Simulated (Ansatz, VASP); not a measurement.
# Two plane-wave programs on Sb3As

```
CELL_PARAMETERS angstrom
-2.18732 2.18732 5.38148
2.18732 -2.18732 5.38148
2.18732 2.18732 -5.38148
ATOMIC_POSITIONS crystal
Sb 0.50000 0.50000 0.00000
Sb 0.25000 0.75000 0.50000
Sb 0.75000 0.25000 0.50000
As 0.00000 0.00000 0.00000
```

Alike in both runs: functional PBE; k mesh 14 × 14 × 14; occupations gaussian, width 0.1 eV; no spin polarisation.

Ansatz relaxed the structure, and its values are those at the end. VASP's run is a single point on that final structure, the one shown.

|  | VASP | Ansatz |
| --- | --- | --- |
| version | VASP 6.6.1 | Ansatz 0.2.0 |
| potentials or method | VASP PAW PBE potentials, release 64 (Sb, As), cutoff 520 eV | scalar-relativistic, plane waves, PAW |
| valence electrons in the cell | 20 | 60 |

VASP gave:

| Quantity | Value |
| --- | --- |
| gap on the k mesh at the Fermi level (eV) | none |
| pressure (GPa) | -0.1 |

Problem. Which values does Ansatz return?

Solution. gap on the k mesh at the Fermi level (eV): none; pressure (GPa): 0.0.

A gap of «none» marks a metal or a gap that the smearing closes. The functional is the same, so the differences come from potentials, cutoffs and numerics. VASP's potentials hold 20 valence electrons a cell and Ansatz's 60, so a difference there can come from the potentials and not from the codes.

Neither program's run includes spin-orbit coupling.
